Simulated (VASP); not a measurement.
Here is a VASP 6.6.1 calculation.

File INCAR:

```
SYSTEM = AlN
  PREC = Accurate
  ENCUT = 520
  EDIFF = 1E-6
  ISMEAR = -1
  SIGMA = 0.02
  LREAL = .FALSE.
  LASPH = .TRUE.
  NELM = 100
  ALGO = Normal
  ISIF = 2
  LWAVE = .FALSE.
  LCHARG = .FALSE.
  GGA = PE
  NBANDS = 16
```

KPOINTS

```
Automatic mesh
0
G
  12 12 6
  0 0 0
```

The input POSCAR:

```
AlN
1.0
    3.1998945732      0.0000000000      0.0000000000
   -1.5999472866      2.6904757183      0.0000000000
    0.0000000000      0.0000000000      4.9785915490
Al N
2 2
Direct
    0.3325828019      0.6651656038     -0.0044598478
    0.6674171981      0.3348343962      0.4955401522
    0.3305932763      0.6611865526      0.3794598478
    0.6694067237      0.3388134474      0.8794598478
```

Potentials or basis: VASP PAW PBE potentials, release 64 (Al, N).

Run with:

```console
$ cat potpaw_PBE.64/Al/POTCAR potpaw_PBE.64/N/POTCAR > POTCAR
$ mpirun -np 1 vasp_std > vasp.out
```

Task: What does it give for the pressure?

Result: -1.7 GPa.

Task: Predict the band gap on the k mesh.

Result: 3.91 eV, direct.

Task: What does it give for the largest force?

Result: 0.026 eV/Å.

Forces in eV/Å, atoms in the order of the input:
```
Al   0.000 -0.013 -0.020
Al   0.000  0.013 -0.020
N    0.000 -0.016  0.020
N    0.000  0.016  0.020
```

Caveat: the cell differs from its parent crystal (uniaxial x strain +3.0%). A k mesh can miss the band edges.
